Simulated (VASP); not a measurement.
Here is a VASP 6.6.1 calculation.

The input INCAR:

```
PREC = Accurate ; ENCUT = 500
EDIFF = 1E-6 ; ISMEAR = -1
SIGMA = 0.05 ; LREAL = F
LASPH = T ; NELM = 120
ALGO = Normal ; ISIF = 2
LWAVE = F ; LCHARG = F
GGA = PE ; NBANDS = 12
GGA_COMPAT = F
```

File KPOINTS:

```
Automatic mesh
0
Gamma
  21 21 21
```

POSCAR

```
Ti
1.0
   -1.6410000000      1.6410000000      1.6410000000
    1.6410000000     -1.6410000000      1.6410000000
    1.6410000000      1.6410000000     -1.6410000000
Ti
1
Direct
    0.0000000000      0.0000000000      0.0000000000
```

Potentials or basis: VASP PAW PBE potentials, release 64 (Ti_sv).

Command:

```sh
$ cat potpaw_PBE.64/Ti_sv/POTCAR > POTCAR
$ mpirun -np 1 vasp_std > vasp.out
```

Question: Estimate the pressure.

Answer: -2.7 GPa.

Question: Estimate the band gap on the k mesh.

Answer: Zero (band 6 reaches 8.88 eV, above the bottom of band 7 at 7.29 eV).
